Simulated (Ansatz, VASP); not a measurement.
## F: VASP beside Ansatz

```
F
1.0
     2.47285   -1.61043    0.00000
     2.47285    1.61043    0.00000
     0.00000    0.00000    6.54497
F
4
Direct
  0.90542 0.09458 0.09639
  0.59458 0.40542 0.59639
  0.40542 0.59458 0.40361
  0.09458 0.90542 0.90361
```

Alike in both runs: task single point; functional r2SCANh; k mesh 6 × 6 × 4; no spin polarisation.

|  | VASP | Ansatz |
| --- | --- | --- |
| version | VASP 6.6.1 | Ansatz 0.2.0 |
| potentials or method | VASP PAW PBE potentials, release 64 (F) | plane waves, PAW |
| plane-wave cutoff (eV) | 580 | 500 |
| occupations | gaussian, width 0.01 eV | fixed |
| valence electrons in the cell | 28 | 28 |

|  | VASP | Ansatz | Ansatz less VASP |
| --- | --- | --- | --- |
| gap on the k mesh at the Fermi level (eV) | 5.21 | 5.29 | +0.079 |
| pressure (GPa) | 0.5 | -0.6 | -1.05 |
| traceless stress, the component that is largest in VASP (GPa) | -0.09 | 1.46 | +1.542 |
| rms of the force components (eV/Å) | 0.002 | 0.328 | +0.3254 |

VASP's potentials were made for PBE, not for r2SCANh. Atom by atom the forces differ by 0.328 eV/Å (rms over components). Ansatz's warnings: stress exchange threshold loose, stress scf threshold loose.
